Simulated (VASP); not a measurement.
# CO2 (Cmce) in VASP: notebook

CO2 is run at these levels: PBE, r2SCAN; tasks: single point.

All numbers are computed with VASP 6.6.1; they aren't measurements. Logs are shortened: lines on timing, memory, paths and dates and some standing lists are left out, and cuts for length are marked.

## 1. The cell of the first run

The structure is orthorhombic, space group Cmce (No. 64). Conventional cell: a = 5.286 Å, b = 4.760 Å, c = 6.427 Å, α = 90.00°, β = 90.00°, γ = 90.00°. Within 1.6 Å of C (site symmetry 2/m) lie 2 O at 1.16 Å. O (site symmetry m) has 1 C at 1.16 Å within 1.6 Å.

## 2. Single point, PBE

INCAR

```
PREC = Accurate
ENCUT = 520
EDIFF = 1E-6
ISMEAR = 0
SIGMA = 0.01
LREAL = F
LASPH = T
NELM = 80
ALGO = Normal
ISIF = 2
LWAVE = F
LCHARG = F
GGA = PE
NBANDS = 25
```

KPOINTS

```
Automatic mesh
0
Gamma
  8 8 4
```

POSCAR

```
CO2
1.0
    2.6429036700     -2.3798740826      0.0000000000
    2.6429036700      2.3798740826      0.0000000000
    0.0000000000      0.0000000000      6.4270335321
C O
2 4
Direct
    0.0000000000      0.0000000000      0.0000000000
    0.5000000000      0.5000000000      0.5000000000
    0.8037318778      0.1962681222      0.8928652518
    0.1962681222      0.8037318778      0.1071347482
    0.6962681222      0.3037318778      0.3928652518
    0.3037318778      0.6962681222      0.6071347482
```

Potentials or basis: VASP PAW PBE potentials, release 64 (C, O).

Run with:

```bash
$ cat potpaw_PBE.64/C/POTCAR potpaw_PBE.64/O/POTCAR > POTCAR
$ mpirun -np 1 vasp_std > vasp.out
```

OUTCAR:

```text
PREC = Accurate
   ENCUT = 520
   EDIFF = 1E-6
   ISMEAR = 0
   LREAL = F
   LASPH = T
   NELM = 80
   ISIF = 2
   GGA = PE

 ion  position               nearest neighbor table
   1  0.000  0.000  0.000-   3 1.16   4 1.16
   2  0.500  0.500  0.500-   5 1.16   6 1.16
   3  0.804  0.196  0.893-   1 1.16
   4  0.196  0.804  0.107-   1 1.16
   5  0.696  0.304  0.393-   2 1.16
   6  0.304  0.696  0.607-   2 1.16

  LATTYP: Found a base centered orthorhombic cell.
 ALAT       =     4.7597481652
 B/A-ratio  =     1.1105224807
 C/A-ratio  =     1.3502885676

  Lattice vectors:

 A1 = (  -2.6429036700,  -2.3798740826,   0.0000000000)
 A2 = (   2.6429036700,  -2.3798740826,   0.0000000000)
 A3 = (   0.0000000000,   0.0000000000,   6.4270335321)

Analysis of symmetry for initial positions (statically):
=====================================================================
 Subroutine PRICEL returns:
 Original cell was already a primitive cell.

 Routine SETGRP: Setting up the symmetry group for a
 base centered orthorhombic supercell.

 Subroutine GETGRP returns: Found  8 space group operations
 (whereof  4 operations were pure point group operations)
 out of a pool of  8 trial point group operations.

The static configuration has the point symmetry C_2h.
 The point group associated with its full space group is D_2h.

Analysis of symmetry for dynamics (positions and initial velocities):
=====================================================================
 Subroutine PRICEL returns:
 Original cell was already a primitive cell.

 Routine SETGRP: Setting up the symmetry group for a
 base centered orthorhombic supercell.

 Subroutine GETGRP returns: Found  8 space group operations
 (whereof  4 operations were pure point group operations)
 out of a pool of  8 trial point group operations.

The dynamic configuration has the point symmetry C_2h.
 The point group associated with its full space group is D_2h.

 Subroutine INISYM returns: Found  8 space group operations
 (whereof  4 operations are pure point group operations),
 and found     1 'primitive' translations

----------------------------------------------------------------------------------------

                                     Primitive cell

  volume of cell :      80.8492

[... 96 lines left out ...]
   EDIFF  = 0.1E-05   stopping-criterion for ELM
   LREAL  =      F    real-space projection
   EDIFFG = 0.1E-04   stopping-criterion for IOM
   NSW    =      0    number of steps for IOM
   IBRION =     -1    ionic relax: 0-MD 1-quasi-New 2-CG
   NFREE  =      0    steps in history (QN), initial steepest desc. (CG)
   ISIF   =      2    stress and relaxation
   ISYM   =      2    0-nonsym 1-usesym 2-fastsym
   POTIM  = 0.5000    time-step for ionic-motion
   TEBEG  =    0.0;   TEEND  =   0.0 temperature during run
   PSTRESS=    0.0 pullay stress
   NELECT =      32.0000    total number of electrons
   NUPDOWN=      -1.0000    fix difference up-down
   EMIN   =  10.00;   EMAX   =-10.00  energy-range for DOS
   EFERMI =   0.00;   METHOD = LEGACY
   ISMEAR =     0;   SIGMA  =   0.01  broadening in eV -4-tet -1-fermi 0-gaus
   EFERMI_NEDOS =   21; number of points for ismear=-14 and -15
   IALGO  =     38    algorithm
   IMIX   =      4    mixing-type and parameters
     AMIX     =   0.40;   BMIX     =  1.00
     AMIX_MAG =   1.60;   BMIX_MAG =  1.00
  volume/ion in A,a.u.               =      13.47        90.93
  Fermi-wavevector in a.u.,A,eV,Ry     =   1.201986  2.271425 19.657305  1.444771
  Thomas-Fermi vector in A             =   2.337780
   LORBIT       =      0    0 simple, 1 ext, 2 COOP (PROOUT), +10 PAW based schemes
   GGA     = PE    functional components
   LHFCALC =     F    Hartree Fock is set to
   AEXX    =    0.0000 exact exchange contribution
   IVDW    =     0    specifies the selected vdW correction
   LEPSILON=     F    determine dielectric tensor
   LRPA    =     F    only Hartree local field effects (RPA)
 non-spin polarized calculation
 Gauss-broadening in eV      SIGMA  =   0.01
  energy-cutoff  :      520.00
  volume of cell :       80.85
 maximum number of plane-waves:      2196
 NGX is ok and might be reduce to    28
   NGX = 13   NGY = 13   NGZ = 23

 number of electron      32.0000018 magnetization

 Free energy of the ion-electron system (eV)
  ---------------------------------------------------
  ext. energy  EPLUGINS =         0.00000000
  ---------------------------------------------------
  free energy    TOTEN  =       -45.89628374 eV

  energy without entropy =      -45.89628374  energy(sigma->0) =      -45.89628374

 E-fermi :  -2.8205     XC(G=0):  -8.2873

 val. band max:       -2.9113694154   @ k =   0.5000   0.5000   0.0000
 cond. band min:       3.7692492998   @ k =   0.0000   0.0000   0.0000
 fundamental gap:      6.6806187153
 Fermi energy:        -2.8205456076

 k-point     1 :       0.0000    0.0000    0.0000
  band No.  band energies     occupation
      1     -23.9114      2.00000
      2     -23.7215      2.00000
      3     -22.6917      2.00000
      4     -22.6131      2.00000
      5      -8.1760      2.00000
      6      -8.1459      2.00000
[... 661 lines left out ...]
     24      11.8838      0.00000
     25      12.5250      0.00000

 [... further k-points ...]

------------------------ aborting loop because EDIFF is reached ----------------------------------------

  FORCE on cell =-STRESS in cart. coord.  units (eV):
  Direction    XX          YY          ZZ          XY          YZ          ZX
  --------------------------------------------------------------------------------------
  -------------------------------------------------------------------------------------
  Total        1.1779099      5.4620787      3.4727069      0.0000000      0.0000000      0.0000000
  in kB       23.3424680    108.2412163     68.8181243      0.0000000      0.0000000      0.0000000
  external PRESSURE =      66.8006029 kB  Pullay stress =       0.0000000 kB

 VOLUME and BASIS-vectors are now :
 -----------------------------------------------------------------------------
  energy-cutoff  :      520.00
  volume of cell :       80.85
      direct lattice vectors                 reciprocal lattice vectors
     2.642903670 -2.379874083  0.000000000     0.189185859 -0.210095149  0.000000000
     2.642903670  2.379874083  0.000000000     0.189185859  0.210095149  0.000000000
     0.000000000  0.000000000  6.427033532     0.000000000  0.000000000  0.155592778

 POSITION                                       TOTAL-FORCE (eV/Angst)
 -----------------------------------------------------------------------------------
      0.00000      0.00000      0.00000         0.000000     -0.000000      0.000000
      2.64290      0.00000      3.21352        -0.000000     -0.000000      0.000000
      2.64290     -1.44569      5.73847         0.000000      1.156745     -0.852544
      2.64290      1.44569      0.68856         0.000000     -1.156745      0.852544
      2.64290     -0.93419      2.52496         0.000000     -1.156745     -0.852544
      2.64290      0.93419      3.90208         0.000000      1.156745      0.852544
 -----------------------------------------------------------------------------------
    total drift:                                0.000000      0.000000      0.000000

  FREE ENERGIE OF THE ION-ELECTRON SYSTEM (eV)
  ---------------------------------------------------
  free  energy   TOTEN  =       -45.8962837429 eV

  energy  without entropy=      -45.8962837429  energy(sigma->0) =      -45.89628374
```

OSZICAR:

```text
N       E                     dE             d eps       ncg     rms          rms(c)
DAV:   1     0.169904759707E+03    0.16990E+03   -0.17043E+04  3150   0.118E+03
DAV:   2    -0.386602894513E+02   -0.20857E+03   -0.19962E+03  4386   0.277E+02
DAV:   3    -0.490902720865E+02   -0.10430E+02   -0.10368E+02  3738   0.623E+01
DAV:   4    -0.491752314731E+02   -0.84959E-01   -0.84916E-01  3962   0.657E+00
DAV:   5    -0.491762103391E+02   -0.97887E-03   -0.97874E-03  3961   0.693E-01    0.137E+01
DAV:   6    -0.461597646777E+02    0.30164E+01   -0.74863E+00  3610   0.198E+01    0.629E+00
DAV:   7    -0.459541007203E+02    0.20566E+00   -0.40036E-01  3987   0.454E+00    0.345E+00
DAV:   8    -0.459016669667E+02    0.52434E-01   -0.28283E-01  3938   0.332E+00    0.772E-01
DAV:   9    -0.458961045259E+02    0.55624E-02   -0.17738E-02  3761   0.946E-01    0.317E-01
DAV:  10    -0.458961207404E+02   -0.16215E-04   -0.53419E-03  4002   0.467E-01    0.519E-02
DAV:  11    -0.458962566823E+02   -0.13594E-03   -0.12660E-04  3493   0.826E-02    0.214E-02
DAV:  12    -0.458962836543E+02   -0.26972E-04   -0.22147E-05  4045   0.344E-02    0.527E-03
DAV:  13    -0.458962837429E+02   -0.88615E-07   -0.11850E-06  2620   0.834E-03
   1 F= -.45896284E+02 E0= -.45896284E+02  d E =-.329905E-40
```

It took 82 s on 1 thread of Oxide Virtual Turin-like, shared host; peak memory 0.2 GiB.

Results:

| Property | Result |
| --- | --- |
| Free energy | -45.8963 eV |
| Pressure | 6.7 GPa |
| Largest force | 1.437 eV/Å |
| Band gap on the k mesh | 6.68 eV, indirect (least direct gap 7.24 eV) |

Forces on the atoms (eV/Å):
```
C    0.000  0.000  0.000
C    0.000  0.000  0.000
O    0.000  1.157 -0.853
O    0.000 -1.157  0.853
O    0.000 -1.157 -0.853
O    0.000  1.157  0.853
```

Caveat: forces of over 1 eV/Å act on the atoms, so gaps and moduli don't describe the material at rest. PBE gaps usually lie below the measured ones, often by a third to a half.

## 3. Single point, r2SCAN

POSCAR is that of step 2.

INCAR.step1

```
SYSTEM = CO2
  ALGO = Normal
  EDIFF = 1E-4
  ENCUT = 520
  GGA = PE
  ISMEAR = 0
  LASPH = .True.
  LCHARG = .False.
  LREAL = .False.
  LWAVE = .True.
  NBANDS = 25
  NELM = 60
  PREC = Accurate
  SIGMA = 0.01
```

INCAR.step2

```
SYSTEM = CO2
  ALGO = Normal
  EDIFF = 1E-6
  ENCUT = 520
  ISIF = 2
  ISMEAR = 0
  ISTART = 1
  LASPH = .True.
  LCHARG = .False.
  LMIXTAU = .True.
  LREAL = .False.
  LWAVE = .False.
  METAGGA = R2SCAN
  NBANDS = 25
  NELM = 60
  PREC = Accurate
  SIGMA = 0.01
```

KPOINTS

```
k-points
0
Gamma
  8 8 4
  0 0 0
```

Potentials or basis: VASP PAW PBE potentials, release 64 (C, O).

Run with:

```bash
$ cat potpaw_PBE.64/C/POTCAR potpaw_PBE.64/O/POTCAR > POTCAR
$ cp INCAR.step1 INCAR
$ mpirun -np 1 vasp_std > vasp.out
$ cp INCAR.step2 INCAR
$ mpirun -np 1 vasp_std > vasp.out
```

Run time: 7.5 min. Hardware: 1 thread of Oxide Virtual Turin-like, shared host; peak memory 0.21 GiB.

It converged, with:

```yaml
Free_energy: -51.4580 eV
Pressure: 2.6 GPa
Largest_force: 0.708 eV/Å
Band_gap_on_the_k_mesh: 7.29 eV, indirect (least direct gap 7.86 eV)
```

Forces on the atoms (eV/Å):
```
C    0.000  0.000  0.000
C    0.000  0.000  0.000
O    0.000  0.570 -0.420
O    0.000 -0.570  0.420
O    0.000 -0.570 -0.420
O    0.000  0.570  0.420
```

Stress tensor (GPa, compression positive):
```
0.49 0.00 0.00
0.00 4.66 0.00
0.00 0.00 2.70
```

Levels at points of the mesh, in eV from the valence-band top:
```csv
k point,band 14,band 15,band 16,band 17,band 18,band 19
"(0.00, 0.00, 0.00)",-1.01,-0.67,-0.57,7.29,7.76,8.43
"(0.50, 0.00, 0.00)",-0.75,-0.31,-0.31,8.30,8.30,9.35
"(0.50, 0.50, 0.00)",-0.66,-0.34,0.00,8.53,9.71,9.76
"(0.00, 0.00, 0.50)",-0.86,-0.78,-0.78,8.14,8.14,8.47
"(0.50, 0.00, 0.50)",-0.82,-0.27,-0.27,8.39,8.39,9.42
"(0.50, 0.50, 0.50)",-0.73,-0.31,-0.31,9.17,9.17,9.73
```

Caveat: the PAW data sets were made with another functional, which shifts forces and pressure a little.
